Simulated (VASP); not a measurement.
Wanted: the native input for a VASP 6.6.1 run.

```yaml
Task: single point
Functional: r2SCAN
Potentials_or_basis: VASP PAW PBE potentials, release 64 (Hg, Te)
Cutoff: 520 eV
k_mesh: 12 × 12 × 12
Occupations: gaussian, width 0.1 eV
Spin: no spin polarisation
Dipole_correction: no
Further_INCAR_settings: ALGO = Normal; EDIFF = 1e-07; NBANDS = 16
```

HgTe:

```xyz
2
Lattice="0.0000 3.3499 3.3499 3.3499 0.0000 3.3499 3.3499 3.3499 0.0000" Properties=species:S:1:pos:R:3 pbc="T T T"
Hg    0.0000    0.0000    0.0000
Te    1.6750    1.6750    1.6750
```

This cell differs from its parent crystal: volume scaled by 1.06.

One way to write it, as run:

POSCAR

```
HgTe
1.0
    0.0000000000      3.3499395870      3.3499395870
    3.3499395870      0.0000000000      3.3499395870
    3.3499395870      3.3499395870      0.0000000000
Hg Te
1 1
Direct
    0.0000000000      0.0000000000      0.0000000000
    0.2500000000      0.2500000000      0.2500000000
```

INCAR.step1

```
SYSTEM = HgTe
ALGO = Normal
EDIFF = 1E-4
ENCUT = 520
GGA = PE
ISMEAR = 0
LASPH = .TRUE.
LCHARG = .FALSE.
LREAL = .FALSE.
LWAVE = .TRUE.
NBANDS = 16
NELM = 60
PREC = Accurate
SIGMA = 0.1
```

INCAR.step2

```
SYSTEM = HgTe
ALGO = Normal
EDIFF = 1E-7
ENCUT = 520
ISIF = 2
ISMEAR = 0
ISTART = 1
LASPH = .TRUE.
LCHARG = .FALSE.
LMIXTAU = .TRUE.
LREAL = .FALSE.
LWAVE = .FALSE.
METAGGA = R2SCAN
NBANDS = 16
NELM = 60
PREC = Accurate
SIGMA = 0.1
```

KPOINTS

```
k-points
0
G
  12 12 12
  0 0 0
```

Potentials or basis: VASP PAW PBE potentials, release 64 (Hg, Te).

Launch:

```bash
$ cat potpaw_PBE.64/Hg/POTCAR potpaw_PBE.64/Te/POTCAR > POTCAR
$ cp INCAR.step1 INCAR
$ mpirun -np 1 vasp_std > vasp.out
$ cp INCAR.step2 INCAR
$ mpirun -np 1 vasp_std > vasp.out
```

It gave:

The pressure is -1.9 GPa and the band gap on the k mesh is zero (filled and empty bands touch).

Caveat: the PAW data sets were made with another functional, which shifts forces and pressure a little; spin-orbit coupling is left out, which moves the levels of the heavy elements.

It took 3.5 min on 1 thread of AMD EPYC 9R45 96-Core Processor (Zen 5), with other jobs on the host, peak memory 0.25 GiB.
